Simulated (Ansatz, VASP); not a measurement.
One calculation of Co, two programs

```
Co
1.0
     2.41347    0.00000    0.00000
    -1.20673    2.09012    0.00000
     0.00000    0.00000    7.83079
Co
4
Direct
  0.00000 0.00000 0.00000
  0.00000 0.00000 0.50000
  0.33333 0.66667 0.25000
  0.66667 0.33333 0.75000
```

Alike in both runs: task single point; functional RPBE; k mesh 16 × 16 × 5; occupations fermi-dirac, width 0.05 eV; collinear spin.

```csv
,VASP,Ansatz
version,VASP 6.6.1,Ansatz 0.2.0
potentials or method,"VASP PAW PBE potentials, release 64 (Co), cutoff 520 eV","plane waves (420 eV) with PAW, scalar-relativistic"
valence electrons in the cell,36,68
```

```tsv
	VASP	Ansatz	Ansatz less VASP
net moment per atom (μB)	1.56	1.57	+0.007
size of the moment on the site where the two differ most (μB)	1.58	1.65	+0.073
```

VASP's potentials were made for PBE, not for RPBE. Site moments also hang on the region over which each program counts them. VASP's potentials hold 36 valence electrons a cell and Ansatz's 68, so a difference there can come from the potentials and not from the codes.
